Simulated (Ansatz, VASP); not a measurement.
**B in VASP and in Ansatz**

```
B
1.0
     2.62893    0.00000    0.00000
    -1.31447    2.27672    0.00000
     0.00000    0.00000    3.35428
B
3
Direct
  0.33340 0.00000 0.33333
  0.00000 0.33340 0.66667
  0.66660 0.66660 0.00000
```

Alike in both runs: functional PBE; k mesh 9 × 9 × 6; occupations gaussian, width 0.1 eV; no spin polarisation.

Ansatz relaxed the structure, and its values are those at the end. VASP's run is a single point on that final structure, the one shown.

|  | VASP | Ansatz |
| --- | --- | --- |
| version | VASP 6.6.1 | Ansatz 0.2.0 |
| potentials or method | VASP PAW PBE potentials, release 64 (B), cutoff 520 eV | scalar-relativistic, plane waves, PAW |
| valence electrons in the cell | 9 | 9 |

```csv
,VASP,Ansatz,Ansatz less VASP
gap on the k mesh at the Fermi level (eV),none,none,-
pressure (GPa),-0.1,-0.1,-0.04
```

A gap of «none» marks a metal or a gap that the smearing closes. The functional is the same, so the differences come from potentials, cutoffs and numerics.
